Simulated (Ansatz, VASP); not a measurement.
**CdSe: VASP beside Ansatz**

```xyz
4
Lattice="4.3000 0.0000 0.0000 -2.1500 3.7239 0.0000 0.0000 0.0000 7.0200" Properties=species:S:1:pos:R:3 pbc="T T T"
Cd    2.1500    1.2413    3.5100
Cd    0.0000    2.4826    0.0000
Se    2.1500    1.2413    6.2127
Se    0.0000    2.4826    2.7027
```

Alike in both runs: functional r2SCAN50; k mesh 4 × 4 × 2; occupations fermi-dirac, width 0.05 eV; no spin polarisation.

|  | VASP | Ansatz |
| --- | --- | --- |
| version | VASP 6.6.1 | Ansatz 0.2.0 |
| potentials or method | VASP PAW PBE potentials, release 64 (Cd, Se) | Ansatz PAW |
| plane-wave cutoff (eV) | 520 | 500 |
| valence electrons in the cell | 36 | 72 |
| task | single point | band structure |

Ansatz gave:

* gap on the k mesh at the Fermi level (eV): 4.07
* least direct gap on the mesh (eV): 4.07
* pressure (GPa): 0.5
* traceless stress, the component that is largest in VASP (GPa): -1.47
* rms of the force components (eV/Å): 0.163

Q: What did VASP give for the same quantities?

A: gap on the k mesh at the Fermi level (eV): 4.15; least direct gap on the mesh (eV): 4.15; pressure (GPa): 0.3; traceless stress, the component that is largest in VASP (GPa): -1.49; rms of the force components (eV/Å): 0.166.

VASP's potentials were made for PBE, not for r2SCAN50. Atom by atom the forces differ by 0.003 eV/Å (rms over components). With one functional, cell and mesh, what is left measures potentials, basis and numerics. VASP's potentials hold 36 valence electrons a cell and Ansatz's 72, so a difference there can come from the potentials and not from the codes.

The k mesh is coarse, so the values compare programs but aren't converged.
